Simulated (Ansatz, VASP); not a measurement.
## Zn in VASP and in Ansatz

```xyz
2
Lattice="2.7171 0.0000 0.0000 -1.3585 2.3530 0.0000 0.0000 0.0000 5.0437" Properties=species:S:1:pos:R:3 pbc="T T T"
Zn    0.0000    1.5687    1.2609
Zn    1.3585    0.7843    3.7828
```

Change from the starting cell: volume scaled by 1.06, PAW files.

Alike in both runs: task electric field gradients; functional PBEsol; k mesh 16 × 16 × 8; occupations fermi-dirac, width 0.03 eV; no spin polarisation.

```csv
,VASP,Ansatz
version,VASP 6.6.1,Ansatz 0.2.0
potentials or method,"VASP PAW PBE potentials, release 64 (Zn)","PAW with Ansatz's default frozen-core files, scalar-relativistic"
plane-wave cutoff (eV),520,420
valence electrons in the cell,24,24
```

```tsv
	VASP	Ansatz	Ansatz less VASP
pressure (GPa)	-8.3	-8.5	-0.27
traceless stress, the component that is largest in VASP (GPa)	1.16	1.28	+0.126
size of Vzz on the site where it differs most (V/Å²)	34.2	34.1	-0.06
```

VASP's potentials were made for PBE, not for PBEsol. With one functional, cell and mesh, what is left measures potentials, basis and numerics.
